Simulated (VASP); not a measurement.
# SrTiO3 (P4/mmm) in VASP: single point with r2SCAN

Aim: the single point of SrTiO3 with r2SCAN.

All numbers are computed with VASP 6.6.1; they aren't measurements. Logs are shortened: lines on timing, memory, paths and dates and some standing lists are left out, and cuts for length are marked.

### 1 The cell of the first run

It takes space group P4/mmm (No. 123, tetragonal). Conventional cell: a = 4.024 Å, b = 4.024 Å, c = 3.842 Å, α = 90.00°, β = 90.00°, γ = 90.00°. Within 3.7 Å of Sr (site symmetry 4/mmm) lie 12 O at 2.78 to 2.85 Å and 8 Ti at 3.43 Å. Ti (site symmetry 4/mmm) has 6 O at 1.92 to 2.01 Å within 2.5 Å. O (site symmetry 4/mmm) has 2 Ti at 1.92 Å within 2.5 Å. Within 2.7 Å of O (site symmetry mmm) lie 2 Ti at 2.01 Å.

### 2 Single point, r2SCAN, non-collinear spin, zero start, spin-orbit coupling (epitaxial xy strain +3.0%)

Contents of POSCAR:

```
SrTiO3
1.0
    4.0240570466      0.0000000000      0.0000000000
    0.0000000000      4.0240570466      0.0000000000
    0.0000000000      0.0000000000      3.8422348203
Sr Ti O
1 1 3
Direct
    0.0000000000      0.0000000000      0.0000000000
    0.5000000000      0.5000000000      0.5000000000
    0.5000000000      0.5000000000      0.0000000000
    0.5000000000      0.0000000000      0.5000000000
    0.0000000000      0.5000000000      0.5000000000
```

Contents of INCAR.step1:

```
SYSTEM = SrTiO3
  PREC = Accurate
  ENCUT = 520
  ISMEAR = 0
  SIGMA = 0.01
  LREAL = .False.
  LASPH = .True.
  NELM = 150
  LNONCOLLINEAR = .True.
  MAGMOM = 0 0 0 0 0 0 0 0 0 0 0 0 0 0 0
  LSORBIT = .True.
  GGA_COMPAT = .False.
  LMAXMIX = 4
  NBANDS = 55
  GGA = PE
  ALGO = Normal
  EDIFF = 1E-4
  LWAVE = .True.
  LCHARG = .False.
```

Contents of INCAR.step2:

```
SYSTEM = SrTiO3
  PREC = Accurate
  ENCUT = 520
  EDIFF = 1E-6
  ISMEAR = 0
  SIGMA = 0.01
  LREAL = .False.
  LASPH = .True.
  NELM = 150
  ALGO = Normal
  ISIF = 2
  LWAVE = .False.
  LCHARG = .True.
  LNONCOLLINEAR = .True.
  MAGMOM = 0 0 0 0 0 0 0 0 0 0 0 0 0 0 0
  LORBIT = 11
  LSORBIT = .True.
  GGA_COMPAT = .False.
  LORBMOM = .True.
  LMAXMIX = 4
  METAGGA = R2SCAN
  LMIXTAU = .True.
  LVHAR = .True.
  NBANDS = 55
  ISTART = 1
```

Contents of KPOINTS:

```
regular mesh
0
Gamma
  6 6 6
  0 0 0
```

Potentials or basis: VASP PAW PBE potentials, release 64 (Sr_sv, Ti_sv, O).

On the command line:

```bash
$ cat potpaw_PBE.64/Sr_sv/POTCAR potpaw_PBE.64/Ti_sv/POTCAR potpaw_PBE.64/O/POTCAR > POTCAR
$ cp INCAR.step1 INCAR
$ mpirun -np 1 vasp_ncl > vasp.out
$ cp INCAR.step2 INCAR
$ mpirun -np 1 vasp_ncl > vasp.out
```

OUTCAR:

```text
SYSTEM = SrTiO3
   PREC = Accurate
   ENCUT = 520
   EDIFF = 1E-6
   ISMEAR = 0
   LREAL = .False.
   LASPH = .True.
   NELM = 150
   ISIF = 2
   LNONCOLLINEAR = .True.
   LORBIT = 11
   LSORBIT = .True.
   METAGGA = R2SCAN
   ISTART = 1

 ion  position               nearest neighbor table
   1  0.000  0.000  0.000-   4 2.78   5 2.78   4 2.78   5 2.78   5 2.78   5 2.78   4 2.78   4 2.78
                             3 2.85   3 2.85   3 2.85   3 2.85   2 3.43   2 3.43   2 3.43   2 3.43
   2  0.500  0.500  0.500-   3 1.92   3 1.92   5 2.01   4 2.01   4 2.01   5 2.01   1 3.43   1 3.43
                             1 3.43   1 3.43   1 3.43   1 3.43   1 3.43   1 3.43
   3  0.500  0.500  0.000-   2 1.92   2 1.92   1 2.85   1 2.85   1 2.85   1 2.85
   4  0.500  0.000  0.500-   2 2.01   2 2.01   1 2.78   1 2.78   1 2.78   1 2.78
   5  0.000  0.500  0.500-   2 2.01   2 2.01   1 2.78   1 2.78   1 2.78   1 2.78

  LATTYP: Found a simple tetragonal cell.
 ALAT       =     4.0240570466
 C/A-ratio  =     0.9548161907

  Lattice vectors:

 A1 = (   4.0240570466,   0.0000000000,   0.0000000000)
 A2 = (   0.0000000000,   4.0240570466,   0.0000000000)
 A3 = (   0.0000000000,   0.0000000000,   3.8422348203)

Analysis of symmetry for initial positions (statically):
=====================================================================
 Subroutine PRICEL returns:
 Original cell was already a primitive cell.

 Routine SETGRP: Setting up the symmetry group for a
 simple tetragonal supercell.

 Subroutine GETGRP returns: Found 16 space group operations
 (whereof 16 operations were pure point group operations)
 out of a pool of 16 trial point group operations.

The static configuration has the point symmetry D_4h.

Analysis of symmetry for dynamics (positions and initial velocities):
=====================================================================
 Subroutine PRICEL returns:
 Original cell was already a primitive cell.

 Routine SETGRP: Setting up the symmetry group for a
 simple tetragonal supercell.

 Subroutine GETGRP returns: Found 16 space group operations
 (whereof 16 operations were pure point group operations)
 out of a pool of 16 trial point group operations.

The dynamic configuration has the point symmetry D_4h.

Analysis of structural, dynamic, and magnetic symmetry:
=====================================================================
 Subroutine PRICEL returns:
 Original cell was already a primitive cell.

 Routine SETGRP: Setting up the symmetry group for a
 simple tetragonal supercell.

 Subroutine GETGRP returns: Found 16 space group operations
 (whereof 16 operations were pure point group operations)
 out of a pool of 16 trial point group operations.

The overall configuration has the point symmetry D_4h.

 Subroutine INISYM returns: Found 16 space group operations
 (whereof 16 operations are pure point group operations),
 and found     1 'primitive' translations

----------------------------------------------------------------------------------------

                                     Primitive cell

  volume of cell :      62.2174

  direct lattice vectors                    reciprocal lattice vectors
     4.024057047  0.000000000  0.000000000     0.248505423  0.000000000  0.000000000
     0.000000000  4.024057047  0.000000000     0.000000000  0.248505423  0.000000000
     0.000000000  0.000000000  3.842234820     0.000000000  0.000000000  0.260265196

  length of vectors
     4.024057047  4.024057047  3.842234820     0.248505423  0.248505423  0.260265196

  position of ions in fractional coordinates (direct lattice)
     0.000000000  0.000000000  0.000000000
     0.500000000  0.500000000  0.500000000
     0.500000000  0.500000000  0.000000000
     0.500000000  0.000000000  0.500000000
     0.000000000  0.500000000  0.500000000

  ion indices of the primitive-cell ions
   primitive index   ion index
                 1           1
                 2           2
                 3           3
                 4           4
                 5           5

----------------------------------------------------------------------------------------

 KPOINTS: regular mesh

Automatic generation of k-mesh.
 Grid dimensions read from file:
 generate k-points for:    6    6    6

 Generating k-lattice:

  Cartesian coordinates                     Fractional coordinates (reciprocal lattice)
     0.041417571  0.000000000  0.000000000     0.166666667  0.000000000  0.000000000
     0.000000000  0.041417571  0.000000000     0.000000000  0.166666667  0.000000000
     0.000000000  0.000000000  0.043377533     0.000000000  0.000000000  0.166666667

  Length of vectors
     0.041417571  0.041417571  0.043377533

  Shift w.r.t. Gamma in fractional coordinates (k-lattice)
[... 85 lines left out ...]
  volume of cell :       62.22
 maximum number of plane-waves:      3408
 NGX is ok and might be reduce to    30
   NGX = 15   NGY = 15   NGZ = 15

 number of electron      39.9999991 magnetization      -0.0000000     -0.0000000     -0.0000000

 number of electron      39.9999991 magnetization       0.0000000     -0.0000000      0.0000000

 number of electron      39.9999991 magnetization      -0.0000000      0.0000000     -0.0000000

 Free energy of the ion-electron system (eV)
  ---------------------------------------------------
  ext. energy  EPLUGINS =         0.00000000
  ---------------------------------------------------
  free energy    TOTEN  =       -63.31037534 eV

  energy without entropy =      -63.31037534  energy(sigma->0) =      -63.31037534

 E-fermi :   3.7426     XC(G=0): -11.6842

 val. band max:        3.5177925237   @ k =   0.5000   0.5000   0.5000
 cond. band min:       5.6231233602   @ k =   0.0000   0.0000   0.0000
 fundamental gap:      2.1053308365
 Fermi energy:         3.7426033531

 k-point     1 :       0.0000    0.0000    0.0000
  band No.  band energies     occupation
      1     -55.3689      1.00000
      2     -55.3689      1.00000
      3     -30.9766      1.00000
      4     -30.9766      1.00000
      5     -30.5063      1.00000
      6     -30.5063      1.00000
[... 1309 lines left out ...]
     51      12.0327      0.00000
     52      12.0327      0.00000

 [... further k-points ...]

 [bands above 52 left out]

------------------------ aborting loop because EDIFF is reached ----------------------------------------

  FORCE on cell =-STRESS in cart. coord.  units (eV):
  Direction    XX          YY          ZZ          XY          YZ          ZX
  --------------------------------------------------------------------------------------
  -------------------------------------------------------------------------------------
  Total       -3.6494156     -3.6494156      0.3664825      0.0000000      0.0000000      0.0000000
  in kB      -93.9770361    -93.9770361      9.4373850      0.0000000      0.0000000      0.0000000
  external PRESSURE =     -59.5055624 kB  Pullay stress =       0.0000000 kB

 VOLUME and BASIS-vectors are now :
 -----------------------------------------------------------------------------
  energy-cutoff  :      520.00
  volume of cell :       62.22
      direct lattice vectors                 reciprocal lattice vectors
     4.024057047  0.000000000  0.000000000     0.248505423  0.000000000  0.000000000
     0.000000000  4.024057047  0.000000000     0.000000000  0.248505423  0.000000000
     0.000000000  0.000000000  3.842234820     0.000000000  0.000000000  0.260265196

 POSITION                                       TOTAL-FORCE (eV/Angst)
 -----------------------------------------------------------------------------------
      0.00000      0.00000      0.00000         0.000000      0.000000      0.000000
      2.01203      2.01203      1.92112         0.000000      0.000000      0.000000
      2.01203      2.01203      0.00000         0.000000      0.000000      0.000000
      2.01203      0.00000      1.92112         0.000000      0.000000      0.000000
      0.00000      2.01203      1.92112         0.000000      0.000000      0.000000
 -----------------------------------------------------------------------------------
    total drift:                                0.000000      0.000000      0.000000

  FREE ENERGIE OF THE ION-ELECTRON SYSTEM (eV)
  ---------------------------------------------------
  free  energy   TOTEN  =       -63.3103753384 eV

  energy  without entropy=      -63.3103753384  energy(sigma->0) =      -63.31037534

 orbital moment (x)

 # of ion     p       d       tot
 ----------------------------------------
  1         0.000  -0.000  -0.000
  2         0.000  -0.000  -0.000
  3         0.000   0.000   0.000
  4         0.000   0.000   0.000
  5        -0.000   0.000  -0.000
 ----------------------------------------
            0.000  -0.000  -0.000

 orbital moment (y)

 # of ion     p       d       tot
 ----------------------------------------
  1         0.000  -0.000  -0.000
  2        -0.000   0.000   0.000
  3        -0.000   0.000  -0.000
  4         0.000   0.000   0.000
  5        -0.000   0.000  -0.000
 ----------------------------------------
           -0.000   0.000   0.000

 orbital moment (z)

 # of ion     p       d       tot
 ----------------------------------------
  1         0.000   0.000   0.000
  2         0.000  -0.000  -0.000
  3         0.000   0.000   0.000
  4         0.000   0.000   0.000
  5         0.000   0.000   0.000
 ----------------------------------------
            0.000  -0.000  -0.000

 Spin-Orbit-Coupling matrix elements

 Ion:    1  E_soc:     -0.1613271
 l=   1
     0.0000000    -0.0268765    -0.0268623
    -0.0268765     0.0000000    -0.0268765
    -0.0268623    -0.0268765     0.0000000
 l=   2
     0.0000000    -0.0000035     0.0000000    -0.0000035    -0.0000117
    -0.0000035     0.0000000    -0.0000094    -0.0000039    -0.0000034
     0.0000000    -0.0000094     0.0000000    -0.0000094     0.0000000
    -0.0000035    -0.0000039    -0.0000094     0.0000000    -0.0000034
    -0.0000117    -0.0000034     0.0000000    -0.0000034     0.0000000
 l=   3
     0.0000000     0.0000000     0.0000000     0.0000000     0.0000000     0.0000000     0.0000000
     0.0000000     0.0000000     0.0000000     0.0000000     0.0000000     0.0000000     0.0000000
     0.0000000     0.0000000     0.0000000     0.0000000     0.0000000     0.0000000     0.0000000
     0.0000000     0.0000000     0.0000000     0.0000000     0.0000000     0.0000000     0.0000000
[... 69 lines left out ...]
 l=   2
     0.0000000     0.0000000     0.0000000     0.0000000     0.0000000
     0.0000000     0.0000000     0.0000000     0.0000000     0.0000000
     0.0000000     0.0000000     0.0000000     0.0000000     0.0000000
     0.0000000     0.0000000     0.0000000     0.0000000     0.0000000
     0.0000000     0.0000000     0.0000000     0.0000000     0.0000000
 l=   3
     0.0000000     0.0000000     0.0000000     0.0000000     0.0000000     0.0000000     0.0000000
     0.0000000     0.0000000     0.0000000     0.0000000     0.0000000     0.0000000     0.0000000
     0.0000000     0.0000000     0.0000000     0.0000000     0.0000000     0.0000000     0.0000000
     0.0000000     0.0000000     0.0000000     0.0000000     0.0000000     0.0000000     0.0000000
     0.0000000     0.0000000     0.0000000     0.0000000     0.0000000     0.0000000     0.0000000
     0.0000000     0.0000000     0.0000000     0.0000000     0.0000000     0.0000000     0.0000000
     0.0000000     0.0000000     0.0000000     0.0000000     0.0000000     0.0000000     0.0000000

 total charge

# of ion       s       p       d       tot
------------------------------------------
    1        1.996   5.893   0.170   8.059
    2        2.214   6.292   1.647  10.153
    3        1.572   3.520   0.000   5.092
    4        1.563   3.492   0.000   5.056
    5        1.563   3.492   0.000   5.056
--------------------------------------------------
tot          8.909  22.689   1.817  33.415

 magnetization (x)

# of ion       s       p       d       tot
------------------------------------------
    1        0.000   0.000   0.000   0.000
    2        0.000   0.000   0.000   0.000
    3        0.000   0.000   0.000   0.000
    4        0.000  -0.000   0.000  -0.000
    5        0.000   0.000   0.000   0.000
--------------------------------------------------
tot          0.000  -0.000   0.000   0.000

 magnetization (y)

# of ion       s       p       d       tot
------------------------------------------
    1        0.000  -0.000   0.000   0.000
    2        0.000   0.000   0.000   0.000
    3       -0.000   0.000   0.000  -0.000
    4        0.000  -0.000   0.000  -0.000
    5       -0.000  -0.000   0.000  -0.000
--------------------------------------------------
tot          0.000  -0.000   0.000   0.000

 magnetization (z)

# of ion       s       p       d       tot
------------------------------------------
    1        0.000   0.000   0.000   0.000
    2        0.000  -0.000  -0.000  -0.000
    3        0.000  -0.000   0.000  -0.000
    4        0.000   0.000   0.000   0.000
    5        0.000   0.000   0.000   0.000
--------------------------------------------------
tot          0.000   0.000   0.000   0.000
```

Wall time 19 min (1 thread of Intel Xeon Platinum 8488C (Sapphire Rapids), shared host); peak memory 0.46 GiB.

Results:

| Property | Result |
| --- | --- |
| Free energy | -63.3104 eV |
| Pressure | -6.0 GPa |
| Net moment | 0.00 μB per cell |
| Valence electrons inside the program's atomic spheres | Sr 8.06; Ti 10.15; O 5.09, 5.06 |

Moments on the atoms (μB; x, y, z):
```
Sr  0.00 0.00 0.00
Ti  0.00 0.00 0.00
O   0.00 0.00 0.00
O   0.00 0.00 0.00
O   0.00 0.00 0.00
```

Caveat: the cell differs from its parent crystal (epitaxial xy strain +3.0%); the PAW data sets were made with another functional, which shifts forces and pressure a little.
